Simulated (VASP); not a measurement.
Crystal: Si.

```
CELL_PARAMETERS angstrom
0.00000 2.72212 2.72212
2.72212 0.00000 2.72212
2.72212 2.72212 0.00000
ATOMIC_POSITIONS crystal
Si 0.00000 0.00000 0.00000
Si 0.25000 0.25000 0.25000
```

Base run:

* Program: VASP 6.6.1
* Functional: PBE
* Potentials or basis: VASP PAW PBE potentials, release 64 (Si)
* Cutoff: 520 eV
* k mesh: 8 × 8 × 8
* Occupations: gaussian, width 0.01 eV
* Spin: no spin polarisation

Its results: band gap on the k mesh 0.63 eV, indirect (least direct gap 2.56 eV); pressure 1.2 GPa.

Q: The run is repeated on the same cell with these changes: functional from PBE to r2SCAN; further incar settings from ALGO = Normal; EDIFF = 1e-07; NBANDS = 11 to ALGO = Normal; EDIFF = 1e-06; NBANDS = 11. What comes out?

A: Band gap on the k mesh 0.83 eV, indirect (least direct gap 2.75 eV); pressure -0.2 GPa.

Caveats: the PAW data sets were made with another functional, which shifts forces and pressure a little (some runs).

A k mesh can miss the band edges.
